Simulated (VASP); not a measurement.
Bi: single point with LDA

The system is Bi.

```xyz
3
Lattice="5.7979 0.0000 0.0000 -2.8990 5.0212 0.0000 0.0000 0.0000 3.4243" Properties=species:S:1:pos:R:3 pbc="T T T"
Bi   -2.8990    5.0212    0.0000
Bi    0.0000    3.3474    1.7121
Bi    2.8990    1.6737    1.7121
```

This cell differs from its parent crystal: volume scaled by 1.12.

```json
{
 "Program": "VASP 6.6.1",
 "Task": "single point",
 "Functional": "LDA",
 "Potentials or basis": "VASP PAW LDA potentials, release 64 (Bi_d)",
 "Cutoff": "520 eV",
 "k mesh": "8 × 8 × 11",
 "Occupations": "fermi-dirac, width 0.1 eV",
 "Spin": "no spin polarisation",
 "Dipole correction": "no",
 "Further INCAR settings": "ALGO = Normal; EDIFF = 1e-06; NBANDS = 30"
}
```

```yaml
Pressure: -5.4 GPa
```

Stress tensor (GPa, compression positive):
```
-5.54  0.00  0.00
 0.00 -5.54  0.00
 0.00  0.00 -5.14
```

Levels at points of the mesh, in eV from the Fermi level:
| k point | band 18 | band 19 | band 20 | band 21 | band 22 | band 23 | band 24 | band 25 | band 26 | band 27 |
| --- | --- | --- | --- | --- | --- | --- | --- | --- | --- | --- |
| (0.00, 0.00, 0.00) | -9.99 | -3.22 | -3.22 | -2.99 | -2.99 | 1.62 | 4.49 | 4.49 | 4.99 | 5.00 |
| (0.50, 0.00, 0.00) | -10.53 | -4.75 | -1.47 | -1.30 | 1.05 | 1.40 | 1.80 | 3.06 | 3.07 | 4.42 |

Wall time 56 s on 1 thread of Intel(R) Xeon(R) 6975P-C (Granite Rapids) (shared host), peak memory 0.27 GiB.

Caveat: spin-orbit coupling is left out, which moves the levels of the heavy elements.
